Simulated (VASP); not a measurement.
# MgB2 (P6/mmm) in VASP: notebook, part 2 of 2

VASP 6.6.1. Earlier steps stand in the parts before.

## (4) Relaxation of cell and atoms, PBEsol+D3(BJ)

This run uses another cell than the first one, of 9.68 Å³/atom, 1.051 times its volume.

Contents of INCAR:

```
ALGO = Normal
EDIFF = 1E-6
EDIFFG = -0.01
ENCUT = 600
GGA = PS
IBRION = 2
ISIF = 3
ISMEAR = -1
IVDW = 12
LASPH = True
LCHARG = False
LREAL = False
LWAVE = False
NELM = 60
NSW = 60
PREC = Accurate
SIGMA = 0.05
```

Contents of KPOINTS:

```
k-points
0
Gamma
  10 10 8
```

Contents of POSCAR:

```
MgB2
1.0
    3.0850000000      0.0000000000      0.0000000000
   -1.5425000000      2.6716883707      0.0000000000
    0.0000000000      0.0000000000      3.5230000000
Mg B
1 2
Direct
    0.0000000000      0.0000000000      0.0000000000
    0.6666666667      0.3333333333      0.5000000000
    0.3333333333      0.6666666667      0.5000000000
```

Potentials or basis: VASP PAW PBE potentials, release 64 (Mg, B).

Launch:

```console
$ cat potpaw_PBE.64/Mg/POTCAR potpaw_PBE.64/B/POTCAR > POTCAR
$ mpirun -np 1 vasp_std > vasp.out
```

OUTCAR:

```text
EDIFF = 1E-6
   EDIFFG = -0.01
   ENCUT = 600
   GGA = PS
   IBRION = 2
   ISIF = 3
   ISMEAR = -1
   IVDW = 12
   LASPH = True
   LREAL = False
   NELM = 60
   NSW = 60
   PREC = Accurate
 IVDW          = 12

 ion  position               nearest neighbor table
   1  0.000  0.000  0.000-   2 2.51   3 2.51   2 2.51   3 2.51   2 2.51   2 2.51   3 2.51   3 2.51
                             2 2.51   2 2.51   3 2.51   3 2.51
   2  0.667  0.333  0.500-   3 1.78   3 1.78   3 1.78   1 2.51   1 2.51   1 2.51   1 2.51   1 2.51
                             1 2.51
   3  0.333  0.667  0.500-   2 1.78   2 1.78   2 1.78   1 2.51   1 2.51   1 2.51   1 2.51   1 2.51
                             1 2.51

  LATTYP: Found a hexagonal cell.
 ALAT       =     3.0850000000
 C/A-ratio  =     1.1419773096

  Lattice vectors:

 A1 = (   3.0850000000,   0.0000000000,   0.0000000000)
 A2 = (  -1.5425000000,   2.6716883707,   0.0000000000)
 A3 = (   0.0000000000,   0.0000000000,   3.5230000000)

Analysis of symmetry for initial positions (statically):
=====================================================================
 Subroutine PRICEL returns:
 Original cell was already a primitive cell.

 Routine SETGRP: Setting up the symmetry group for a
 hexagonal supercell.

 Subroutine GETGRP returns: Found 24 space group operations
 (whereof 24 operations were pure point group operations)
 out of a pool of 24 trial point group operations.

The static configuration has the point symmetry D_6h.

Analysis of symmetry for dynamics (positions and initial velocities):
=====================================================================
 Subroutine PRICEL returns:
 Original cell was already a primitive cell.

 Routine SETGRP: Setting up the symmetry group for a
 hexagonal supercell.

 Subroutine GETGRP returns: Found 24 space group operations
 (whereof 24 operations were pure point group operations)
 out of a pool of 24 trial point group operations.

The dynamic configuration has the point symmetry D_6h.

 Subroutine INISYM returns: Found 24 space group operations
 (whereof 24 operations are pure point group operations),
 and found     1 'primitive' translations

----------------------------------------------------------------------------------------

[... 108 lines left out ...]
   EFERMI =   0.00;   METHOD = LEGACY
   ISMEAR =    -1;   SIGMA  =   0.05  broadening in eV -4-tet -1-fermi 0-gaus
   EFERMI_NEDOS =   21; number of points for ismear=-14 and -15
   IALGO  =     38    algorithm
   IMIX   =      4    mixing-type and parameters
     AMIX     =   0.40;   BMIX     =  1.00
     AMIX_MAG =   1.60;   BMIX_MAG =  1.00
  volume/ion in A,a.u.               =       9.68        65.32
  Fermi-wavevector in a.u.,A,eV,Ry     =   1.065255  2.013040 15.439462  1.134768
  Thomas-Fermi vector in A             =   2.200801
   LORBIT       =      0    0 simple, 1 ext, 2 COOP (PROOUT), +10 PAW based schemes
   GGA     = PS    functional components
   LHFCALC =     F    Hartree Fock is set to
   AEXX    =    0.0000 exact exchange contribution
   IVDW    =    12    specifies the selected vdW correction
   LEPSILON=     F    determine dielectric tensor
   LRPA    =     F    only Hartree local field effects (RPA)
 conjugate gradient relaxation of ions
 non-spin polarized calculation
  energy-cutoff  :      600.00
  volume of cell :       29.04
 maximum number of plane-waves:       986
 NGX is ok and might be reduce to    28
   NGX = 13   NGY = 13   NGZ = 15

--------------------------------------- Ionic step        1  -------------------------------------------

 number of electron       8.0000000 magnetization

 Free energy of the ion-electron system (eV)
  ---------------------------------------------------
  ext. energy  EPLUGINS =         0.00000000
  ---------------------------------------------------
  free energy    TOTEN  =       -16.21996249 eV

  energy without entropy =      -16.21353439  energy(sigma->0) =      -16.21674844

------------------------ aborting loop because EDIFF is reached ----------------------------------------

 Edisp (eV)   -0.70414

 E8    (eV) :    -0.4290
[... 155 lines left out ...]
--------------------------------------- Ionic step        5  -------------------------------------------

 number of electron       8.0000000 magnetization

 Free energy of the ion-electron system (eV)
  ---------------------------------------------------
  ext. energy  EPLUGINS =         0.00000000
  ---------------------------------------------------
  free energy    TOTEN  =       -16.21556954 eV

  energy without entropy =      -16.20947257  energy(sigma->0) =      -16.21252106

 E-fermi :   5.6185     XC(G=0): -11.1970

 val. band max:        5.5969918153   @ k =   0.4000   0.2000   0.1250
 cond. band min:       5.7007359883   @ k =   0.1000   0.0000   0.2500
 fundamental gap:      0.1037441729
 Fermi energy:         5.6184988077

 k-point     1 :       0.0000    0.0000    0.0000
  band No.  band energies     occupation
      1      -7.1310      2.00000
      2       2.6742      2.00000
      3       5.9152      0.00528
      4       5.9152      0.00528
      5       7.5312      0.00000
      6      11.9240      0.00000
      7      11.9240      0.00000
      8      13.9934      0.00000
[... 243 lines left out ...]
 k-point    24 :       0.4000    0.1000    0.1250
  band No.  band energies     occupation
      1      -3.4205      2.00000
      2      -1.6576      2.00000
      3       2.6335      2.00000
      4       4.9357      2.00000
      5       7.8743      0.00000
      6      10.8717      0.00000
      7      12.3539      0.00000
      8      14.3446      0.00000

 [... further k-points ...]

------------------------ aborting loop because EDIFF is reached ----------------------------------------

 Edisp (eV)   -0.74114

 E8    (eV) :    -0.4516
[... 26 lines left out ...]
  FREE ENERGIE OF THE ION-ELECTRON SYSTEM (eV)
  ---------------------------------------------------
  free  energy   TOTEN  =       -16.9567096174 eV

  energy  without entropy=      -16.9506126510  energy(sigma->0) =      -16.95366113

 reached required accuracy - stopping structural energy minimisation
```

CONTCAR:

```text
MgB2
   1.00000000000000
     3.0478530972918199    0.0000000000000000    0.0000000000000000
    -1.5239265486459099    2.6395182092818938   -0.0000000000000000
     0.0000000000000000    0.0000000000000000    3.4323904702898638
  Mg              B
     1     2
Direct
     0.0000000000000000    0.0000000000000000    0.0000000000000000
     0.6666666667000030    0.3333333332999970    0.5000000000000000
     0.3333333332999970    0.6666666667000030    0.5000000000000000

  0.00000000E+00  0.00000000E+00  0.00000000E+00
  0.00000000E+00  0.00000000E+00  0.00000000E+00
  0.00000000E+00  0.00000000E+00  0.00000000E+00
```

It took 29 s on 1 thread of Intel Xeon 6975P-C (Granite Rapids), shared host; peak memory 0.18 GiB.

Results:

```yaml
Free_energy: -16.9567 eV
Relaxed_volume: 9.20 Å³/atom
Relaxed_cell: a = 3.048 Å, b = 3.048 Å, c = 3.432 Å, α = 90.00°, β = 90.00°, γ = 120.00°
Space_group_after_relaxing_to_0.05_Å: P6/mmm (No. 191)
Energy_gained_by_relaxing: 10.9 meV/atom
Ionic_steps: 5
Pressure_after_relaxing: 0.0 GPa
Band_gap_on_the_k_mesh: zero (band 4 reaches 6.79 eV, above the bottom of band 5 at 4.11 eV)
Dispersion_energy_per_atom: -0.247 eV
```

The path:
```tsv
step	energy change (eV)	largest force (eV/Å)	pressure (GPa)	volume (Å³)
1	0.0000	0.0000	-7.01	29.04
2	-0.0271	0.0000	2.55	27.29
3	-0.0302	0.0000	0.05	27.70
4	-0.0322	0.0000	0.03	27.65
5	-0.0326	0.0000	0.02	27.61
```

Final structure:
```
CELL_PARAMETERS angstrom
3.04785 0.00000 0.00000
-1.52393 2.63952 0.00000
0.00000 0.00000 3.43239
ATOMIC_POSITIONS crystal
Mg 0.00000 0.00000 0.00000
B 0.66667 0.33333 0.50000
B 0.33333 0.66667 0.50000
```

Caveat: the PAW data sets were made with another functional, which shifts forces and pressure a little; pairwise dispersion overbinds metals, which lowers pressure and volume.

## (5) Relaxation of cell and atoms, PBEsol+D4

This run uses another cell than the first one, of 9.68 Å³/atom, 1.051 times its volume.

Contents of INCAR:

```
ALGO = Normal ; EDIFF = 1E-6
EDIFFG = -0.01 ; ENCUT = 600
GGA = PS ; IBRION = 2
ISIF = 3 ; ISMEAR = -1
IVDW = 13 ; LASPH = T
LCHARG = F ; LREAL = F
LWAVE = F ; NELM = 80
NSW = 60 ; PREC = Accurate
SIGMA = 0.05
```

KPOINTS is that of step 4.

POSCAR is that of step 4.

Launch:

```console
$ cat potpaw_PBE.64/Mg/POTCAR potpaw_PBE.64/B/POTCAR > POTCAR
$ mpirun -np 1 vasp_std > vasp.out
```

Run time: 31 s. Hardware: 1 thread of Intel Xeon 6975P-C (Granite Rapids), shared host; peak memory 0.18 GiB.

It converged, with:

```yaml
Free_energy: -16.6110 eV
Relaxed_volume: 9.31 Å³/atom
Relaxed_cell: a = 3.059 Å, b = 3.059 Å, c = 3.448 Å, α = 90.00°, β = 90.00°, γ = 120.00°
Space_group_after_relaxing_to_0.05_Å: P6/mmm (No. 191)
Energy_gained_by_relaxing: 6.4 meV/atom
Ionic_steps: 5
Pressure_after_relaxing: 0.0 GPa
Band_gap_on_the_k_mesh: zero (band 4 reaches 6.69 eV, above the bottom of band 5 at 4.04 eV)
Dispersion_energy_per_atom: -0.129 eV
```

Step by step:
| step | energy change (eV) | largest force (eV/Å) | pressure (GPa) | volume (Å³) |
| --- | --- | --- | --- | --- |
| 1 | 0.0000 | 0.0000 | -5.28 | 29.04 |
| 2 | -0.0160 | 0.0000 | 1.79 | 27.72 |
| 3 | -0.0175 | 0.0000 | 0.10 | 28.01 |
| 4 | -0.0190 | 0.0000 | 0.05 | 27.96 |
| 5 | -0.0192 | 0.0000 | 0.01 | 27.94 |

Final structure:
```cif
data_structure
_symmetry_space_group_name_H-M 'P 1'
_symmetry_Int_Tables_number 1
_cell_length_a 3.0589
_cell_length_b 3.0589
_cell_length_c 3.4481
_cell_angle_alpha 90.000
_cell_angle_beta 90.000
_cell_angle_gamma 120.000
_cell_volume 27.94
loop_
_atom_site_label
_atom_site_type_symbol
_atom_site_fract_x
_atom_site_fract_y
_atom_site_fract_z
_atom_site_occupancy
Mg1 Mg 0.00000 0.00000 0.00000 1
B1 B 0.66667 0.33333 0.50000 1
B2 B 0.33333 0.66667 0.50000 1
```

Levels at points of the mesh, in eV from the Fermi level:
```csv
k point,band 1,band 2,band 3,band 4,band 5,band 6,band 7,band 8
"(0.00, 0.00, 0.00)",-12.68,-2.93,0.30,0.30,1.87,6.26,6.26,8.26
"(0.50, 0.00, 0.00)",-8.70,-8.06,-2.30,0.23,3.18,3.78,5.60,7.51
"(0.00, 0.00, 0.50)",-11.29,-7.65,0.72,0.72,6.60,6.60,7.97,10.57
"(0.50, 0.00, 0.50)",-7.63,-7.07,-3.75,-1.98,-1.42,5.80,8.95,8.97
```

Caveat: the PAW data sets were made with another functional, which shifts forces and pressure a little; pairwise dispersion overbinds metals, which lowers pressure and volume.

## (6) Overview

```csv
task,level,cell,cutoff (eV),gap on the mesh (eV),pressure (GPa),relaxed volume (Å³/atom)
single point,PBEsol+D3(BJ),"a = 3.047, b = 3.047, c = 3.434 Å, angles 90.0, 90.0, 120.0°, 3 atoms",520,none,0.0,-
single point,PBEsol+D4,"a = 3.058, b = 3.058, c = 3.451 Å, angles 90.0, 90.0, 120.0°, 3 atoms",520,none,0.0,-
relaxation of cell and atoms,PBEsol+D3(BJ),"relaxed from a = 3.085, b = 3.085, c = 3.523 Å, angles 90.0, 90.0, 120.0°, 3 atoms",600,none,0.0,9.20
relaxation of cell and atoms,PBEsol+D4,"relaxed from a = 3.085, b = 3.085, c = 3.523 Å, angles 90.0, 90.0, 120.0°, 3 atoms",600,none,0.0,9.31
```

Alike in all rows: potentials or basis VASP PAW PBE potentials, release 64 (Mg, B); no spin polarisation; k mesh 10 × 10 × 8; smearing fermi-dirac 0.05 eV.

Caveats: the PAW data sets were made with another functional, which shifts forces and pressure a little; pairwise dispersion overbinds metals, which lowers pressure and volume.

Total energies depend on the potentials used, so only differences within one code and one set of settings carry meaning.
